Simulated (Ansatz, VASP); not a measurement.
BaRe in VASP and in Ansatz

```
Ba Re
1.0
     3.72911    0.00000    0.00000
     0.00000    3.72911    0.00000
     0.00000    0.00000    3.72911
Ba Re
1 1
Cartesian
  0.0000 0.0000 0.0000
  1.8646 1.8646 1.8646
```

Alike in both runs: task single point; functional r2SCAN; k mesh 10 × 10 × 10; occupations gaussian, width 0.05 eV; no spin polarisation.

|  | VASP | Ansatz |
| --- | --- | --- |
| version | VASP 6.6.1 | Ansatz 0.2.0 |
| potentials or method | VASP PAW PBE potentials, release 64 (Ba_sv, Re), cutoff 520 eV | scalar-relativistic, plane waves, PAW |
| valence electrons in the cell | 17 | 25 |

|  | VASP | Ansatz | Ansatz less VASP |
| --- | --- | --- | --- |
| gap on the k mesh at the Fermi level (eV) | none | none | - |
| pressure (GPa) | 0.8 | -0.9 | -1.69 |

VASP's potentials were made for PBE, not for r2SCAN. A gap of «none» marks a metal or a gap that the smearing closes. VASP's potentials hold 17 valence electrons a cell and Ansatz's 25, so a difference there can come from the potentials and not from the codes.

Neither program's run includes spin-orbit coupling.
